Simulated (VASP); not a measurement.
# Pt in VASP: a series of runs, part 2 of 2

VASP 6.6.1. Earlier steps stand in the parts before.

**5. Single point, PBE (strain -0.025 along x and y, -0.050 along z)**

INCAR

```
PREC = Accurate
ENCUT = 520
EDIFF = 1E-7
ISMEAR = 0
SIGMA = 0.15
LREAL = False
LASPH = True
NELM = 60
ALGO = Fast
ISIF = 2
LWAVE = False
LCHARG = False
GGA = PE
NBANDS = 11
```

KPOINTS

```
regular mesh
0
Gamma
  20 20 20
```

POSCAR

```
Pt
1.0
    0.0000000000      1.9089525000      1.8600050000
    1.9089525000      0.0000000000      1.8600050000
    1.9089525000      1.9089525000      0.0000000000
Pt
1
Direct
    0.0000000000      0.0000000000      0.0000000000
```

Potentials or basis: VASP PAW PBE potentials, release 64 (Pt).

Run with:

```console
$ cat potpaw_PBE.64/Pt/POTCAR > POTCAR
$ mpirun -np 1 vasp_std > vasp.out
```

OUTCAR:

```text
PREC = Accurate
   ENCUT = 520
   EDIFF = 1E-7
   ISMEAR = 0
   LREAL = False
   LASPH = True
   NELM = 60
   ISIF = 2
   GGA = PE

 ion  position               nearest neighbor table
   1  0.000  0.000  0.000-

  LATTYP: Found a body centered tetragonal cell.
 ALAT       =     2.6996665154
 C/A-ratio  =     1.3779516762

  Lattice vectors:

 A1 = (   0.0000000000,  -1.9089525000,  -1.8600050000)
 A2 = (   0.0000000000,   1.9089525000,  -1.8600050000)
 A3 = (   1.9089525000,   0.0000000000,   1.8600050000)

Analysis of symmetry for initial positions (statically):
=====================================================================
 Subroutine PRICEL returns:
 Original cell was already a primitive cell.

 Routine SETGRP: Setting up the symmetry group for a
 body centered tetragonal supercell.

 Subroutine GETGRP returns: Found 16 space group operations
 (whereof 16 operations were pure point group operations)
 out of a pool of 16 trial point group operations.

The static configuration has the point symmetry D_4h.

Analysis of symmetry for dynamics (positions and initial velocities):
=====================================================================
 Subroutine PRICEL returns:
 Original cell was already a primitive cell.

 Routine SETGRP: Setting up the symmetry group for a
 body centered tetragonal supercell.

 Subroutine GETGRP returns: Found 16 space group operations
 (whereof 16 operations were pure point group operations)
 out of a pool of 16 trial point group operations.

The dynamic configuration has the point symmetry D_4h.

 Subroutine INISYM returns: Found 16 space group operations
 (whereof 16 operations are pure point group operations),
 and found     1 'primitive' translations

----------------------------------------------------------------------------------------

                                     Primitive cell

  volume of cell :      13.5561

  direct lattice vectors                    reciprocal lattice vectors
     0.000000000  1.908952500  1.860005000    -0.261923751  0.261923751  0.268816482
     1.908952500  0.000000000  1.860005000     0.261923751 -0.261923751  0.268816482
     1.908952500  1.908952500  0.000000000     0.261923751  0.261923751 -0.268816482

  length of vectors
     2.665280144  2.665280144  2.699666515     0.457679368  0.457679368  0.457679368

  position of ions in fractional coordinates (direct lattice)
     0.000000000  0.000000000  0.000000000

  ion indices of the primitive-cell ions
   primitive index   ion index
                 1           1

----------------------------------------------------------------------------------------

 KPOINTS: regular mesh

Automatic generation of k-mesh.
 Grid dimensions read from file:
 generate k-points for:   20   20   20

 Generating k-lattice:

  Cartesian coordinates                     Fractional coordinates (reciprocal lattice)
    -0.013096188  0.013096188  0.013440824     0.050000000 -0.000000000  0.000000000
     0.013096188 -0.013096188  0.013440824    -0.000000000  0.050000000  0.000000000
     0.013096188  0.013096188 -0.013440824     0.000000000  0.000000000  0.050000000

  Length of vectors
     0.022883968  0.022883968  0.022883968

  Shift w.r.t. Gamma in fractional coordinates (k-lattice)
     0.000000000  0.000000000  0.000000000

 Subroutine IBZKPT returns following result:
 ===========================================

 Found    641 irreducible k-points:

 Following reciprocal coordinates:
            Coordinates               Weight
  0.000000  0.000000  0.000000      1.000000
  0.050000  0.000000  0.000000      8.000000
  0.100000 -0.000000  0.000000      8.000000
  0.150000 -0.000000  0.000000      8.000000
  0.200000 -0.000000  0.000000      8.000000
  0.250000  0.000000  0.000000      8.000000
[... 16 lines left out ...]
 -0.400000  0.050000  0.000000      8.000000
 -0.350000  0.050000  0.000000      8.000000
 [... further k-points ...]
   k-points           NKPTS =    641   k-points in BZ     NKDIM =    641   number of bands    NBANDS=     11
   number of dos      NEDOS =    301   number of ions     NIONS =      1
   total plane-waves  NPLWV =   8000
   dimension x,y,z NGX =    20 NGY =   20 NGZ =   20
   dimension x,y,z NGXF=    40 NGYF=   40 NGZF=   40
   ions per type =               1
   NGX,Y,Z   is equivalent  to a cutoff of  12.47, 12.47, 12.32 a.u.
   NGXF,Y,Z  is equivalent  to a cutoff of  24.95, 24.95, 24.63 a.u.
 SYSTEM =  unknown system
   PREC   = accura    normal or accurate (medium, high low for compatibility)
   ISTART =      0    job   : 0-new  1-cont  2-samecut
   ICHARG =      2    charge: 1-file 2-atom 10-const
   ISPIN  =      1    spin polarized calculation?
   LNONCOLLINEAR =      F non collinear calculations
   LSORBIT =      F    spin-orbit coupling
   LASPH  =      T    aspherical Exc in radial PAW
   ENCUT  =  520.0 eV  38.22 Ry    6.18 a.u.   4.96  4.96  5.02*2*pi/ulx,y,z
   NELM   =     60;   NELMIN=  2; NELMDL= -5     # of ELM steps
   EDIFF  = 0.1E-06   stopping-criterion for ELM
   LREAL  =      F    real-space projection
   EDIFFG = 0.1E-05   stopping-criterion for IOM
   NSW    =      0    number of steps for IOM
   IBRION =     -1    ionic relax: 0-MD 1-quasi-New 2-CG
   NFREE  =      0    steps in history (QN), initial steepest desc. (CG)
   ISIF   =      2    stress and relaxation
   ISYM   =      2    0-nonsym 1-usesym 2-fastsym
   POTIM  = 0.5000    time-step for ionic-motion
   TEBEG  =    0.0;   TEEND  =   0.0 temperature during run
   PSTRESS=    0.0 pullay stress
   NELECT =      10.0000    total number of electrons
   NUPDOWN=      -1.0000    fix difference up-down
   EMIN   =  10.00;   EMAX   =-10.00  energy-range for DOS
   EFERMI =   0.00;   METHOD = LEGACY
   ISMEAR =     0;   SIGMA  =   0.15  broadening in eV -4-tet -1-fermi 0-gaus
   EFERMI_NEDOS =   21; number of points for ismear=-14 and -15
   IALGO  =     68    algorithm
   IMIX   =      4    mixing-type and parameters
     AMIX     =   0.40;   BMIX     =  1.00
     AMIX_MAG =   1.60;   BMIX_MAG =  1.00
  volume/ion in A,a.u.               =      13.56        91.48
  Fermi-wavevector in a.u.,A,eV,Ry     =   1.479211  2.795303 29.770423  2.188064
  Thomas-Fermi vector in A             =   2.593396
   LORBIT       =      0    0 simple, 1 ext, 2 COOP (PROOUT), +10 PAW based schemes
   GGA     = PE    functional components
   LHFCALC =     F    Hartree Fock is set to
   AEXX    =    0.0000 exact exchange contribution
   IVDW    =     0    specifies the selected vdW correction
   LEPSILON=     F    determine dielectric tensor
   LRPA    =     F    only Hartree local field effects (RPA)
 non-spin polarized calculation
 RMM-DIIS sequential band-by-band and
 Gauss-broadening in eV      SIGMA  =   0.15
  energy-cutoff  :      520.00
  volume of cell :       13.56
 maximum number of plane-waves:       380
   NGX =  9   NGY =  9   NGZ =  9

 number of electron      10.0000001 magnetization

 Free energy of the ion-electron system (eV)
  ---------------------------------------------------
  ext. energy  EPLUGINS =         0.00000000
  ---------------------------------------------------
  free energy    TOTEN  =        -5.81833736 eV

  energy without entropy =       -5.80214033  energy(sigma->0) =       -5.81023885

 E-fermi :  13.4574     XC(G=0): -14.1379

 val. band max:       13.4564430354   @ k =  -0.2500   0.3500   0.3000
 cond. band min:      13.4627060669   @ k =  -0.4000   0.1500   0.4000
 fundamental gap:      0.0062630315
 Fermi energy:        13.4573719444

 k-point     1 :       0.0000    0.0000    0.0000
  band No.  band energies     occupation
      1       1.9678      2.00000
      2       8.8353      2.00000
      3       8.8353      2.00000
      4       9.1788      2.00000
      5      11.3004      2.00000
      6      11.7161      2.00000
      7      27.7124      0.00000
      8      33.0123      0.00000
      9      33.0123      0.00000
     10      33.8449      0.00000
     11      39.0543      0.00000

 k-point     2 :       0.0500    0.0000    0.0000
  band No.  band energies     occupation
      1       2.0805      2.00000
      2       8.8118      2.00000
      3       8.8826      2.00000
      4       9.1932      2.00000
      5      11.2754      2.00000
      6      11.6819      2.00000
      7      27.9022      0.00000
      8      32.6241      0.00000
      9      33.1952      0.00000
     10      33.8495      0.00000
     11      39.7344      0.00000
[... 295 lines left out ...]
 k-point    24 :      -0.3500    0.0500    0.0000
  band No.  band energies     occupation
      1       5.0027      2.00000
      2       8.9509      2.00000
      3       9.1747      2.00000
      4      10.0117      2.00000
      5      12.5334      2.00000
      6      13.2262      1.97071
      7      23.4425      0.00000
      8      28.4661      0.00000
      9      34.1846      0.00000
     10      35.4554      0.00000
     11      40.0608      0.00000

 [... further k-points ...]
[... 5 lines left out ...]
  --------------------------------------------------------------------------------------
  -------------------------------------------------------------------------------------
  Total        4.2876340      4.2876340      4.5890449      0.0000000      0.0000000      0.0000000
  in kB      506.7502068    506.7502068    542.3735991      0.0000000      0.0000000      0.0000000
  external PRESSURE =     518.6246709 kB  Pullay stress =       0.0000000 kB

 VOLUME and BASIS-vectors are now :
 -----------------------------------------------------------------------------
  energy-cutoff  :      520.00
  volume of cell :       13.56
      direct lattice vectors                 reciprocal lattice vectors
     0.000000000  1.908952500  1.860005000    -0.261923751  0.261923751  0.268816482
     1.908952500  0.000000000  1.860005000     0.261923751 -0.261923751  0.268816482
     1.908952500  1.908952500  0.000000000     0.261923751  0.261923751 -0.268816482

 POSITION                                       TOTAL-FORCE (eV/Angst)
 -----------------------------------------------------------------------------------
      0.00000      0.00000      0.00000         0.000000      0.000000      0.000000
 -----------------------------------------------------------------------------------
    total drift:                               -0.000000     -0.000000     -0.000000

  FREE ENERGIE OF THE ION-ELECTRON SYSTEM (eV)
  ---------------------------------------------------
  free  energy   TOTEN  =        -5.8183373613 eV

  energy  without entropy=       -5.8021403300  energy(sigma->0) =       -5.81023885
```

OSZICAR:

```text
N       E                     dE             d eps       ncg     rms          rms(c)
DAV:   1     0.417341310786E+02    0.41734E+02   -0.54622E+03 14302   0.857E+02
DAV:   2    -0.557552342113E+01   -0.47310E+02   -0.45643E+02 16186   0.185E+02
DAV:   3    -0.617277049732E+01   -0.59725E+00   -0.59428E+00 16631   0.197E+01
DAV:   4    -0.617497816078E+01   -0.22077E-02   -0.22075E-02 16481   0.140E+00
DAV:   5    -0.617499370980E+01   -0.15549E-04   -0.15548E-04 16652   0.107E-01    0.178E+01
RMM:   6    -0.587536517522E+01    0.29963E+00   -0.23983E-01 14256   0.430E+00    0.960E+00
RMM:   7    -0.582248551640E+01    0.52880E-01   -0.81869E-02 14965   0.266E+00    0.250E+00
RMM:   8    -0.581847962357E+01    0.40059E-02   -0.10363E-02 15083   0.927E-01    0.513E-01
RMM:   9    -0.581832149310E+01    0.15813E-03   -0.73474E-04 16875   0.235E-01    0.643E-02
RMM:  10    -0.581833528074E+01   -0.13788E-04   -0.12099E-04 17136   0.835E-02    0.665E-02
RMM:  11    -0.581833776265E+01   -0.24819E-05   -0.22939E-05 17596   0.334E-02    0.905E-03
RMM:  12    -0.581833746892E+01    0.29372E-06   -0.74509E-06 16194   0.219E-02    0.587E-03
RMM:  13    -0.581833744177E+01    0.27151E-07   -0.15657E-06 16317   0.809E-03    0.354E-03
RMM:  14    -0.581833724633E+01    0.19544E-06   -0.18242E-07 11311   0.301E-03    0.365E-03
RMM:  15    -0.581833735434E+01   -0.10801E-06   -0.52667E-08  9643   0.161E-03    0.729E-04
RMM:  16    -0.581833736135E+01   -0.70121E-08   -0.13852E-08  8207   0.879E-04
   1 F= -.58183374E+01 E0= -.58102388E+01  d E =-.161970E-01
```

stdout:

```text
POSCAR found type information on POSCAR Pt
 POSCAR found :  1 types and       1 ions
 scaLAPACK will be used
 LDA part: xc-table for (Slater+PW92), standard interpolation
 POSCAR, INCAR and KPOINTS ok, starting setup
 FFT: planning ... GRIDC
 FFT: planning ... GRID_SOFT
 FFT: planning ... GRID
 WAVECAR not read
 entering main loop
```

Wall time 3.9 min (1 thread of AMD EPYC 7R13, shared host); peak memory 0.18 GiB.

What came out:

```
Free energy            : -5.8183 eV
Pressure               : 51.9 GPa
Band gap on the k mesh : zero (band 5 reaches 14.21 eV, above the bottom of band 6 at 11.41 eV)
```

Caveat: the cell differs from its parent crystal (strain -0.025 along x and y, -0.050 along z); spin-orbit coupling is left out, which moves the levels of the heavy elements.

**6. Single point, PBE (strain -0.050 along x and y, +0.025 along z)**

INCAR

```
SYSTEM = Pt
PREC = Accurate
ENCUT = 520
EDIFF = 1E-6
ISMEAR = 0
SIGMA = 0.15
LREAL = .FALSE.
LASPH = .TRUE.
NELM = 80
ALGO = Normal
ISIF = 2
LWAVE = .FALSE.
LCHARG = .TRUE.
GGA = PE
LELF = .TRUE.
LVHAR = .TRUE.
NBANDS = 11
```

KPOINTS

```
Automatic mesh
0
G
  20 20 20
  0 0 0
```

POSCAR

```
Pt
1.0
    0.0000000000      1.8600050000      2.0068475000
    1.8600050000      0.0000000000      2.0068475000
    1.8600050000      1.8600050000      0.0000000000
Pt
1
Direct
    0.0000000000      0.0000000000      0.0000000000
```

Potentials or basis: VASP PAW PBE potentials, release 64 (Pt).

Run with:

```console
$ cat potpaw_PBE.64/Pt/POTCAR > POTCAR
$ mpirun -np 1 vasp_std > vasp.out
```

Run time: 2.6 min. Hardware: 1 thread of AMD EPYC 7R13, shared host; peak memory 0.18 GiB.

It converged, with:

* Free energy: -5.8875 eV
* Pressure: 41.3 GPa
* Band gap on the k mesh: zero (band 5 reaches 14.01 eV, above the bottom of band 6 at 11.00 eV)

Stress tensor (GPa, compression positive):
```
45.79  0.00  0.00
 0.00 45.79  0.00
 0.00  0.00 32.25
```

Levels at points of the mesh, in eV from the Fermi level:
| k point | band 2 | band 3 | band 4 | band 5 | band 6 | band 7 | band 8 | band 9 |
| --- | --- | --- | --- | --- | --- | --- | --- | --- |
| (0.00, 0.00, 0.00) | -4.97 | -3.93 | -3.93 | -2.50 | -1.25 | 14.47 | 18.40 | 20.58 |
| (0.50, 0.00, 0.00) | -4.87 | -3.90 | -0.78 | -0.14 | 0.29 | 6.60 | 13.84 | 19.06 |
| (0.50, 0.50, 0.00) | -7.53 | 0.13 | 0.55 | 0.55 | 0.65 | 8.47 | 12.63 | 12.63 |
| (0.50, 0.00, 0.50) | -7.48 | -0.07 | 0.14 | 1.09 | 2.19 | 10.61 | 10.92 | 11.60 |

Caveat: the cell differs from its parent crystal (strain -0.050 along x and y, +0.025 along z); spin-orbit coupling is left out, which moves the levels of the heavy elements.

**7. The runs side by side**

| cell | gap on the mesh (eV) | pressure (GPa) |
| --- | --- | --- |
| a = 2.907 Å, angles 60.0°, 1 atom | none | -19.7 |
| a = 2.665, b = 2.665, c = 2.630 Å, angles 60.4, 60.4, 59.1°, 1 atom | none | 65.8 |
| a = 2.701, b = 2.701, c = 2.630 Å, angles 60.9, 60.9, 58.3°, 1 atom | none | 52.6 |
| a = 2.665, b = 2.665, c = 2.700 Å, angles 59.6, 59.6, 60.9°, 1 atom | none | 51.9 |
| a = 2.736, b = 2.736, c = 2.630 Å, angles 61.3, 61.3, 57.5°, 1 atom | none | 41.3 |

Alike in all rows: task single point; level PBE; potentials or basis VASP PAW PBE potentials, release 64 (Pt); no spin polarisation; k mesh 20 × 20 × 20; cutoff (eV) 520; smearing gaussian 0.15 eV.

Caveats: spin-orbit coupling is left out, which moves the levels of the heavy elements.

Absolute energies hang on the potentials; compare differences alone.
